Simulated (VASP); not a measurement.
Write the native input for VASP 6.6.1 that does the following.

| Item | Value |
| --- | --- |
| Task | single point |
| Functional | LDA |
| Potentials or basis | VASP PAW LDA potentials, release 64 (Li_sv) |
| Cutoff | 520 eV |
| k mesh | 16 × 16 × 16 |
| Occupations | fermi-dirac, width 0.05 eV |
| Spin | no spin polarisation |
| Dipole correction | no |
| Further INCAR settings | ALGO = Normal; EDIFF = 1e-07; NBANDS = 8 |

The structure of Li lies in POSCAR:

```
Li
1.0
    0.0000000000      2.2460400000      2.2020000000
    2.2460400000      0.0000000000      2.2020000000
    2.2460400000      2.2460400000      0.0000000000
Li
1
Direct
    0.0000000000      0.0000000000      0.0000000000
```

This cell differs from its parent crystal: equal xx and yy strain of +2 %.

These files were run (other wordings do the same):

INCAR

```
SYSTEM = Li
PREC = Accurate
ENCUT = 520
EDIFF = 1E-7
ISMEAR = -1
SIGMA = 0.05
LREAL = .FALSE.
LASPH = .TRUE.
NELM = 100
ALGO = Normal
ISIF = 2
LWAVE = .FALSE.
LCHARG = .FALSE.
GGA = CA
NBANDS = 8
```

KPOINTS

```
Automatic mesh
0
G
  16 16 16
  0 0 0
```

Potentials or basis: VASP PAW LDA potentials, release 64 (Li_sv).

Launch:

```bash
$ cat potpaw_LDA.64/Li_sv/POTCAR > POTCAR
$ mpirun -np 1 vasp_std > vasp.out
```

Wall time 24 s on 1 thread of AMD EPYC 9R45 96-Core Processor (Zen 5), with other jobs on the host, peak memory 0.12 GiB.
